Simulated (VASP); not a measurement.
Runs of VASP 6.6.1 on InO5. The structure is that of space group F-43m (No. 216), or close to it. The cells are those of the table. 

```csv
spin,cell,k mesh,gap on the mesh (eV),pressure (GPa),moment (μB),largest force (eV/Å)
off,"a = 4.880 Å, angles 60.0°, 6 atoms",4 × 4 × 4,none,18.7,-,(a)
"collinear, ferromagnetic start","a = 4.387 Å, angles 60.0°, 6 atoms",4 × 4 × 4,none,-0.3,4.59,-
"collinear, ferromagnetic start","a = 4.880 Å, angles 60.0°, 6 atoms",4 × 4 × 4,none,(b),(c),9.72
"collinear, ferromagnetic start","a = 4.354 Å, angles 60.0°, 6 atoms",6 × 6 × 6,none,-0.4,2.93,0.07
```

Alike in all rows: task single point; level PBE; potentials or basis VASP PAW PBE potentials, release 64 (In_d, O); cutoff (eV) 520; smearing gaussian 0.1 eV.

Q: Fill in the values left out.

A: (a) 9.71; (b) 22.7; (c) 3.00.

Caveats: some runs use coarse meshes; spin-orbit coupling is left out, which moves the levels of the heavy elements; an odd number of electrons without spin polarisation forces a metal (some runs); a magnetic or distorted state may lie lower (some runs); forces of over 1 eV/Å act on the atoms, so gaps and moduli don't describe the material at rest (some runs).

A k mesh can miss the band edges, and the runs leave out spin-orbit coupling on In.

A gap of «none» marks levels without a gap at the run's occupations.
